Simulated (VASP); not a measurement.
# InP (zincblende type) (F-43m) in VASP: notebook, part 3 of 3

VASP 6.6.1. Earlier steps stand in the parts before.

## Step 5: Single point, PBEsol

This run uses another cell than the first one, of 25.40 Å³/atom, 1.250 times its volume.

The input, INCAR:

```
SYSTEM = InP
  ALGO = Normal
  EDIFF = 1E-6
  ENCUT = 520
  GGA = PS
  ISIF = 2
  ISMEAR = -1
  LASPH = .TRUE.
  LCHARG = .FALSE.
  LREAL = .FALSE.
  LWAVE = .FALSE.
  NBANDS = 16
  NELM = 100
  PREC = Accurate
  SIGMA = 0.1
```

The input, KPOINTS:

```
k-points
0
G
  12 12 12
  0 0 0
```

The input, POSCAR:

```
InP
1.0
    0.0000000000      2.9396615302      2.9396615302
    2.9396615302      0.0000000000      2.9396615302
    2.9396615302      2.9396615302      0.0000000000
In P
1 1
Direct
    0.0000000000      0.0000000000      0.0000000000
    0.2500000000      0.2500000000      0.2500000000
```

Potentials or basis: VASP PAW PBE potentials, release 64 (In_d, P).

Started as:

```
$ cat potpaw_PBE.64/In_d/POTCAR potpaw_PBE.64/P/POTCAR > POTCAR
$ mpirun -np 1 vasp_std > vasp.out
```

OUTCAR:

```text
SYSTEM = InP
   EDIFF = 1E-6
   ENCUT = 520
   GGA = PS
   ISIF = 2
   ISMEAR = -1
   LASPH = .TRUE.
   LREAL = .FALSE.
   NELM = 100
   PREC = Accurate

 ion  position               nearest neighbor table
   1  0.000  0.000  0.000-   2 2.55   2 2.55   2 2.55   2 2.55
   2  0.250  0.250  0.250-   1 2.55   1 2.55   1 2.55   1 2.55

  LATTYP: Found a face centered cubic cell.
 ALAT       =     5.8793230604

  Lattice vectors:

 A1 = (   0.0000000000,   2.9396615302,   2.9396615302)
 A2 = (   2.9396615302,   0.0000000000,   2.9396615302)
 A3 = (   2.9396615302,   2.9396615302,   0.0000000000)

Analysis of symmetry for initial positions (statically):
=====================================================================
 Subroutine PRICEL returns:
 Original cell was already a primitive cell.

 Routine SETGRP: Setting up the symmetry group for a
 face centered cubic supercell.

 Subroutine GETGRP returns: Found 24 space group operations
 (whereof 24 operations were pure point group operations)
 out of a pool of 48 trial point group operations.

The static configuration has the point symmetry T_d .

Analysis of symmetry for dynamics (positions and initial velocities):
=====================================================================
 Subroutine PRICEL returns:
 Original cell was already a primitive cell.

 Routine SETGRP: Setting up the symmetry group for a
 face centered cubic supercell.

 Subroutine GETGRP returns: Found 24 space group operations
 (whereof 24 operations were pure point group operations)
 out of a pool of 48 trial point group operations.

The dynamic configuration has the point symmetry T_d .

 Subroutine INISYM returns: Found 24 space group operations
 (whereof 24 operations are pure point group operations),
 and found     1 'primitive' translations

[... 105 lines left out ...]
   NELECT =      18.0000    total number of electrons
   NUPDOWN=      -1.0000    fix difference up-down
   EMIN   =  10.00;   EMAX   =-10.00  energy-range for DOS
   EFERMI =   0.00;   METHOD = LEGACY
   ISMEAR =    -1;   SIGMA  =   0.10  broadening in eV -4-tet -1-fermi 0-gaus
   EFERMI_NEDOS =   21; number of points for ismear=-14 and -15
   IALGO  =     38    algorithm
   IMIX   =      4    mixing-type and parameters
     AMIX     =   0.40;   BMIX     =  1.00
     AMIX_MAG =   1.60;   BMIX_MAG =  1.00
  volume/ion in A,a.u.               =      25.40       171.43
  Fermi-wavevector in a.u.,A,eV,Ry     =   1.158399  2.189058 18.257512  1.341889
  Thomas-Fermi vector in A             =   2.295002
   LORBIT       =      0    0 simple, 1 ext, 2 COOP (PROOUT), +10 PAW based schemes
   GGA     = PS    functional components
   LHFCALC =     F    Hartree Fock is set to
   AEXX    =    0.0000 exact exchange contribution
   IVDW    =     0    specifies the selected vdW correction
   LEPSILON=     F    determine dielectric tensor
   LRPA    =     F    only Hartree local field effects (RPA)
 non-spin polarized calculation
  energy-cutoff  :      520.00
  volume of cell :       50.81
 maximum number of plane-waves:      1391
   NGX = 15   NGY = 15   NGZ = 15

 number of electron      18.0000007 magnetization

 Free energy of the ion-electron system (eV)
  ---------------------------------------------------
  ext. energy  EPLUGINS =         0.00000000
  ---------------------------------------------------
  free energy    TOTEN  =        -9.15720888 eV

  energy without entropy =       -9.15696839  energy(sigma->0) =       -9.15708864

 E-fermi :   5.4273     XC(G=0):  -9.4385

 val. band max:        4.9879839527   @ k =   0.0000   0.0000   0.0000
 cond. band min:       5.5531627483   @ k =   0.0000   0.0000   0.0000
 fundamental gap:      0.5651787955
 Fermi energy:         5.4273346413

 k-point     1 :       0.0000    0.0000    0.0000
  band No.  band energies     occupation
      1      -9.1403      2.00000
      2      -9.1403      2.00000
      3      -9.1403      2.00000
      4      -8.9902      2.00000
      5      -8.9902      2.00000
      6      -6.4956      2.00000
[... 433 lines left out ...]
      3      -9.0859      2.00000
      4      -8.9876      2.00000
      5      -8.9796      2.00000
      6      -4.6023      2.00000
[... 8 lines left out ...]
     15      14.6127      0.00000
     16      15.5878      0.00000

 [... further k-points ...]
[... 5 lines left out ...]
  --------------------------------------------------------------------------------------
  -------------------------------------------------------------------------------------
  Total       -0.0129722     -0.0129722     -0.0129722      0.0000000      0.0000000     -0.0000000
  in kB       -0.4090749     -0.4090749     -0.4090749      0.0000000      0.0000000     -0.0000000
  external PRESSURE =      -0.4090749 kB  Pullay stress =       0.0000000 kB

 VOLUME and BASIS-vectors are now :
 -----------------------------------------------------------------------------
  energy-cutoff  :      520.00
  volume of cell :       50.81
      direct lattice vectors                 reciprocal lattice vectors
     0.000000000  2.939661530  2.939661530    -0.170087609  0.170087609  0.170087609
     2.939661530  0.000000000  2.939661530     0.170087609 -0.170087609  0.170087609
     2.939661530  2.939661530  0.000000000     0.170087609  0.170087609 -0.170087609

 POSITION                                       TOTAL-FORCE (eV/Angst)
 -----------------------------------------------------------------------------------
      0.00000      0.00000      0.00000         0.000000      0.000000     -0.000000
      1.46983      1.46983      1.46983        -0.000000     -0.000000      0.000000
 -----------------------------------------------------------------------------------
    total drift:                               -0.000000     -0.000000     -0.000000

  FREE ENERGIE OF THE ION-ELECTRON SYSTEM (eV)
  ---------------------------------------------------
  free  energy   TOTEN  =        -9.1572088822 eV

  energy  without entropy=       -9.1569683886  energy(sigma->0) =       -9.15708864
```

stdout:

```text
POSCAR found type information on POSCAR InP
 POSCAR found :  2 types and       2 ions
 scaLAPACK will be used
 -----------------------------------------------------------------------------
|                                                                             |
|                                                                             |
|     You enforced a specific xc type in the INCAR file but a different       |
|     I HOPE YOU KNOW WHAT YOU ARE DOING!                                     |
|                                                                             |
 -----------------------------------------------------------------------------

 LDA part: xc-table for (Slater+PW92), standard interpolation
 POSCAR, INCAR and KPOINTS ok, starting setup
 FFT: planning ... GRIDC
 FFT: planning ... GRID_SOFT
 FFT: planning ... GRID
 WAVECAR not read
 entering main loop
```

It took 20 s on 1 thread of Intel Xeon 6975P-C (Granite Rapids), shared host; peak memory 0.21 GiB.

What came out:

```
Free energy            : -9.1572 eV
Pressure               : 0.0 GPa
Band gap on the k mesh : 0.57 eV, direct
```

Caveat: the PAW data sets were made with another functional, which shifts forces and pressure a little; spin-orbit coupling is left out, which moves the levels of the heavy elements.

## Step 6: Overview

```tsv
cell	gap on the mesh (eV)	pressure (GPa)
a = 3.859 Å, angles 60.0°, 2 atoms	1.19	24.5
a = 3.984 Å, angles 60.0°, 2 atoms	1.24	11.3
a = 4.072 Å, angles 60.0°, 2 atoms	0.90	4.7
a = 4.157 Å, angles 60.0°, 2 atoms	0.57	0.0
```

Alike in all rows: task single point; level PBEsol; potentials or basis VASP PAW PBE potentials, release 64 (In_d, P); no spin polarisation; k mesh 12 × 12 × 12; cutoff (eV) 520; smearing fermi-dirac 0.1 eV.

Caveats: the PAW data sets were made with another functional, which shifts forces and pressure a little; spin-orbit coupling is left out, which moves the levels of the heavy elements.

Total energies depend on the potentials used, so only differences within one code and one set of settings carry meaning.
